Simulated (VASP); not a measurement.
# InSb (I-4m2) in VASP: single point with LDA

Aim: the single point of InSb with LDA.

All numbers are computed with VASP 6.6.1; they aren't measurements. Logs are shortened: lines on timing, memory, paths and dates and some standing lists are left out, and cuts for length are marked.

**1. The cell of the first run**

It takes space group I-4m2 (No. 119, tetragonal). The conventional cell has a = 5.889 Å, b = 5.889 Å, c = 3.273 Å, α = 90.00°, β = 90.00°, γ = 90.00°. Within 4.0 Å of In (site symmetry -4m2) lie 8 Sb at 3.06 to 3.83 Å and 2 In at 3.27 Å. Within 4.0 Å of Sb (site symmetry -4m2) lie 8 In at 3.06 to 3.83 Å and 2 Sb at 3.27 Å.

**2. Single point, LDA**

INCAR reads:

```
PREC = Accurate
ENCUT = 500
EDIFF = 1E-6
ISMEAR = 0
SIGMA = 0.15
LREAL = F
LASPH = T
NELM = 120
ALGO = Normal
ISIF = 2
LWAVE = F
LCHARG = T
LELF = T
LVHAR = T
NBANDS = 16
GGA_COMPAT = F
```

KPOINTS reads:

```
regular mesh
0
Gamma
  22 22 22
```

POSCAR reads:

```
InSb
1.0
   -2.9447400000      2.9447400000      1.6363770000
    2.9447400000     -2.9447400000      1.6363770000
    2.9447400000      2.9447400000     -1.6363770000
In Sb
1 1
Direct
    0.2500000000      0.7500000000      0.5000000000
    0.0000000000      0.0000000000      0.0000000000
```

Potentials or basis: VASP PAW LDA potentials, release 64 (In_d, Sb).

Run with:

```sh
cat potpaw_LDA.64/In_d/POTCAR potpaw_LDA.64/Sb/POTCAR > POTCAR
mpirun -np 1 vasp_std > vasp.out
```

OUTCAR:

```text
PREC = Accurate
   ENCUT = 500
   EDIFF = 1E-6
   ISMEAR = 0
   LREAL = F
   LASPH = T
   NELM = 120
   ISIF = 2

 ion  position               nearest neighbor table
   1  0.250  0.750  0.500-   2 3.06   2 3.06   2 3.06   2 3.06   2 3.83   2 3.83   2 3.83   2 3.83

   2  0.000  0.000  0.000-   1 3.06   1 3.06   1 3.06   1 3.06   1 3.83   1 3.83   1 3.83   1 3.83

  LATTYP: Found a body centered tetragonal cell.
 ALAT       =     5.8894800000
 C/A-ratio  =     0.5556949001

  Lattice vectors:

 A1 = (  -2.9447400000,   2.9447400000,   1.6363770000)
 A2 = (   2.9447400000,  -2.9447400000,   1.6363770000)
 A3 = (   2.9447400000,   2.9447400000,  -1.6363770000)

Analysis of symmetry for initial positions (statically):
=====================================================================
 Subroutine PRICEL returns:
 Original cell was already a primitive cell.

 Routine SETGRP: Setting up the symmetry group for a
 body centered tetragonal supercell.

 Subroutine GETGRP returns: Found  8 space group operations
 (whereof  8 operations were pure point group operations)
 out of a pool of 16 trial point group operations.

The static configuration has the point symmetry D_2d.

Analysis of symmetry for dynamics (positions and initial velocities):
=====================================================================
 Subroutine PRICEL returns:
 Original cell was already a primitive cell.

 Routine SETGRP: Setting up the symmetry group for a
 body centered tetragonal supercell.

 Subroutine GETGRP returns: Found  8 space group operations
 (whereof  8 operations were pure point group operations)
 out of a pool of 16 trial point group operations.

The dynamic configuration has the point symmetry D_2d.

 Subroutine INISYM returns: Found  8 space group operations
 (whereof  8 operations are pure point group operations),
 and found     1 'primitive' translations

----------------------------------------------------------------------------------------

                                     Primitive cell

  volume of cell :      56.7593

  direct lattice vectors                    reciprocal lattice vectors
    -2.944740000  2.944740000  1.636377000     0.000000000  0.169794277  0.305553060
     2.944740000 -2.944740000  1.636377000     0.169794277  0.000000000  0.305553060
     2.944740000  2.944740000 -1.636377000     0.169794277  0.169794277  0.000000000

  length of vectors
     4.474451589  4.474451589  4.474451589     0.349560823  0.349560823  0.240125370

  position of ions in fractional coordinates (direct lattice)
     0.250000000  0.750000000  0.500000000
     0.000000000  0.000000000  0.000000000

  ion indices of the primitive-cell ions
   primitive index   ion index
                 1           1
                 2           2

----------------------------------------------------------------------------------------

 KPOINTS: regular mesh

Automatic generation of k-mesh.
 Grid dimensions read from file:
 generate k-points for:   22   22   22

 Generating k-lattice:

  Cartesian coordinates                     Fractional coordinates (reciprocal lattice)
     0.000000000  0.007717922  0.013888775     0.045454545  0.000000000  0.000000000
     0.007717922  0.000000000  0.013888775     0.000000000  0.045454545  0.000000000
     0.007717922  0.007717922  0.000000000     0.000000000  0.000000000  0.045454545

  Length of vectors
     0.015889128  0.015889128  0.010914790

  Shift w.r.t. Gamma in fractional coordinates (k-lattice)
     0.000000000  0.000000000  0.000000000

 Subroutine IBZKPT returns following result:
 ===========================================

 Found    834 irreducible k-points:

 Following reciprocal coordinates:
            Coordinates               Weight
  0.000000  0.000000  0.000000      1.000000
  0.045455  0.000000  0.000000      8.000000
  0.090909  0.000000  0.000000      8.000000
  0.136364  0.000000  0.000000      8.000000
  0.181818 -0.000000  0.000000      8.000000
  0.227273 -0.000000  0.000000      8.000000
[... 16 lines left out ...]
  0.500000  0.045455  0.000000     16.000000
 -0.454545  0.045455 -0.000000     16.000000
 [... further k-points ...]
   k-points           NKPTS =    834   k-points in BZ     NKDIM =    834   number of bands    NBANDS=     16
   number of dos      NEDOS =    301   number of ions     NIONS =      2
   total plane-waves  NPLWV =  46656
   dimension x,y,z NGX =    36 NGY =   36 NGZ =   36
   dimension x,y,z NGXF=    72 NGYF=   72 NGZF=   72
   ions per type =               1   1
   NGX,Y,Z   is equivalent  to a cutoff of  13.38, 13.38, 13.38 a.u.
   NGXF,Y,Z  is equivalent  to a cutoff of  26.75, 26.75, 26.75 a.u.
 SYSTEM =  unknown system
   PREC   = accura    normal or accurate (medium, high low for compatibility)
   ISTART =      0    job   : 0-new  1-cont  2-samecut
   ICHARG =      2    charge: 1-file 2-atom 10-const
   ISPIN  =      1    spin polarized calculation?
   LNONCOLLINEAR =      F non collinear calculations
   LSORBIT =      F    spin-orbit coupling
   LASPH  =      T    aspherical Exc in radial PAW
   ENCUT  =  500.0 eV  36.75 Ry    6.06 a.u.   8.16  8.16  8.16*2*pi/ulx,y,z
   NELM   =    120;   NELMIN=  2; NELMDL= -5     # of ELM steps
   EDIFF  = 0.1E-05   stopping-criterion for ELM
   LREAL  =      F    real-space projection
   EDIFFG = 0.1E-04   stopping-criterion for IOM
   NSW    =      0    number of steps for IOM
   IBRION =     -1    ionic relax: 0-MD 1-quasi-New 2-CG
   NFREE  =      0    steps in history (QN), initial steepest desc. (CG)
   ISIF   =      2    stress and relaxation
   ISYM   =      2    0-nonsym 1-usesym 2-fastsym
   POTIM  = 0.5000    time-step for ionic-motion
   TEBEG  =    0.0;   TEEND  =   0.0 temperature during run
   PSTRESS=    0.0 pullay stress
   NELECT =      18.0000    total number of electrons
   NUPDOWN=      -1.0000    fix difference up-down
   EMIN   =  10.00;   EMAX   =-10.00  energy-range for DOS
   EFERMI =   0.00;   METHOD = LEGACY
   ISMEAR =     0;   SIGMA  =   0.15  broadening in eV -4-tet -1-fermi 0-gaus
   EFERMI_NEDOS =   21; number of points for ismear=-14 and -15
   IALGO  =     38    algorithm
   IMIX   =      4    mixing-type and parameters
     AMIX     =   0.40;   BMIX     =  1.00
     AMIX_MAG =   1.60;   BMIX_MAG =  1.00
  volume/ion in A,a.u.               =      28.38       191.52
  Fermi-wavevector in a.u.,A,eV,Ry     =   1.116400  2.109690 16.957613  1.246349
  Thomas-Fermi vector in A             =   2.253014
   LORBIT       =      0    0 simple, 1 ext, 2 COOP (PROOUT), +10 PAW based schemes
   GGA     = CA    functional components
   LHFCALC =     F    Hartree Fock is set to
   AEXX    =    0.0000 exact exchange contribution
   IVDW    =     0    specifies the selected vdW correction
   LEPSILON=     F    determine dielectric tensor
   LRPA    =     F    only Hartree local field effects (RPA)
 non-spin polarized calculation
 Gauss-broadening in eV      SIGMA  =   0.15
  energy-cutoff  :      500.00
  volume of cell :       56.76
 maximum number of plane-waves:      1456
 NGX is ok and might be reduce to    36
   NGX = 17   NGY = 17   NGZ = 17

 number of electron      17.9999998 magnetization

 Free energy of the ion-electron system (eV)
  ---------------------------------------------------
  ext. energy  EPLUGINS =         0.00000000
  ---------------------------------------------------
  free energy    TOTEN  =        -8.02245387 eV

  energy without entropy =       -8.01283528  energy(sigma->0) =       -8.01764458

 E-fermi :   6.8219     XC(G=0): -10.0794

 val. band max:        6.8180546178   @ k =  -0.3182   0.5000   0.3182
 cond. band min:       6.8222516464   @ k =  -0.3636   0.4091   0.1364
 fundamental gap:      0.0041970287
 Fermi energy:         6.8219219775

 k-point     1 :       0.0000    0.0000    0.0000
  band No.  band energies     occupation
      1      -7.8138      2.00000
      2      -7.6052      2.00000
      3      -7.5994      2.00000
      4      -7.5242      2.00000
      5      -7.5242      2.00000
      6      -4.4040      2.00000
[... 8 lines left out ...]
     15      15.7614      0.00000
     16      16.7802      0.00000

 k-point     2 :       0.0455    0.0000    0.0000
  band No.  band energies     occupation
      1      -7.8067      2.00000
      2      -7.6055      2.00000
      3      -7.5986      2.00000
      4      -7.5272      2.00000
      5      -7.5272      2.00000
      6      -4.3682      2.00000
[... 8 lines left out ...]
     15      16.0504      0.00000
     16      16.5701      0.00000

 k-point     3 :       0.0909    0.0000    0.0000
  band No.  band energies     occupation
      1      -7.7860      2.00000
      2      -7.6064      2.00000
      3      -7.5960      2.00000
      4      -7.5358      2.00000
      5      -7.5357      2.00000
      6      -4.2607      2.00000
[... 8 lines left out ...]
     15      15.8649      0.00000
     16      16.0374      0.00000

 k-point     4 :       0.1364    0.0000    0.0000
  band No.  band energies     occupation
      1      -7.7533      2.00000
      2      -7.6079      2.00000
      3      -7.5921      2.00000
      4      -7.5493      2.00000
      5      -7.5489      2.00000
      6      -4.0823      2.00000
[... 8 lines left out ...]
     15      15.2507      0.00000
     16      15.5571      0.00000
[... 324 lines left out ...]
 k-point    22 :       0.4545    0.0455    0.0000
  band No.  band energies     occupation
      1      -7.6800      2.00000
      2      -7.6711      2.00000
      3      -7.6164      2.00000
      4      -7.5502      2.00000
      5      -7.4526      2.00000
      6      -1.3241      2.00000
[... 8 lines left out ...]
     15      16.0928      0.00000
     16      16.4896      0.00000

 k-point    23 :       0.5000    0.0455    0.0000
  band No.  band energies     occupation
      1      -7.6776      2.00000
      2      -7.6683      2.00000
      3      -7.6166      2.00000
      4      -7.5505      2.00000
      5      -7.4595      2.00000
      6      -1.4125      2.00000
[... 8 lines left out ...]
     15      16.0642      0.00000
     16      16.4877      0.00000

 k-point    24 :      -0.4545    0.0455   -0.0000
  band No.  band energies     occupation
      1      -7.6696      2.00000
      2      -7.6599      2.00000
      3      -7.6159      2.00000
      4      -7.5526      2.00000
      5      -7.4806      2.00000
      6      -1.7359      2.00000
[... 8 lines left out ...]
     15      15.3433      0.00000
     16      17.1020      0.00000

 [... further k-points ...]
[... 5 lines left out ...]
  --------------------------------------------------------------------------------------
  -------------------------------------------------------------------------------------
  Total       -1.3751016     -1.3751016     -1.6338889      0.0000000     -0.0000000      0.0000000
  in kB      -38.8157606    -38.8157606    -46.1206932      0.0000000     -0.0000000      0.0000000
  external PRESSURE =     -41.2507381 kB  Pullay stress =       0.0000000 kB

 VOLUME and BASIS-vectors are now :
 -----------------------------------------------------------------------------
  energy-cutoff  :      500.00
  volume of cell :       56.76
      direct lattice vectors                 reciprocal lattice vectors
    -2.944740000  2.944740000  1.636377000     0.000000000  0.169794277  0.305553060
     2.944740000 -2.944740000  1.636377000     0.169794277  0.000000000  0.305553060
     2.944740000  2.944740000 -1.636377000     0.169794277  0.169794277  0.000000000

 POSITION                                       TOTAL-FORCE (eV/Angst)
 -----------------------------------------------------------------------------------
      2.94474     -0.00000      0.81819        -0.000000      0.000000      0.000000
      0.00000      0.00000      0.00000         0.000000     -0.000000     -0.000000
 -----------------------------------------------------------------------------------
    total drift:                               -0.000000      0.000000      0.000000

  FREE ENERGIE OF THE ION-ELECTRON SYSTEM (eV)
  ---------------------------------------------------
  free  energy   TOTEN  =        -8.0224538737 eV

  energy  without entropy=       -8.0128352835  energy(sigma->0) =       -8.01764458
```

Wall time 5.2 min (1 thread of Intel Xeon 6975P-C (Granite Rapids), shared host); peak memory 0.77 GiB.

What came out:

| Item | Value |
| --- | --- |
| Free energy | -8.0225 eV |
| Pressure | -4.1 GPa |
| Band gap on the k mesh | zero (bands 9 and 10 overlap by 4.39 eV) |

Levels at points of the mesh, in eV from the Fermi level:
```
           k point  band 5  band 6  band 7  band 8  band 9  band 10  band 11  band 12  band 13  band 14
(0.00, 0.00, 0.00)  -14.35  -11.23   -3.24   -1.91   -1.91     3.43     4.29     6.41     6.41     8.11
(0.50, 0.00, 0.00)  -14.27   -8.14   -4.86   -2.15   -1.26    -1.16     2.57     2.92     4.85     7.39
(0.50, 0.50, 0.00)  -14.33  -10.14   -7.29   -0.28    1.73     1.84     1.94     3.88     7.15     8.10
(0.50, 0.50, 0.50)  -14.34   -9.20   -5.39   -4.48   -4.48     3.33     5.38     8.93     8.93    12.11
```

Caveat: the cell stands under tension; spin-orbit coupling is left out, which moves the levels of the heavy elements.
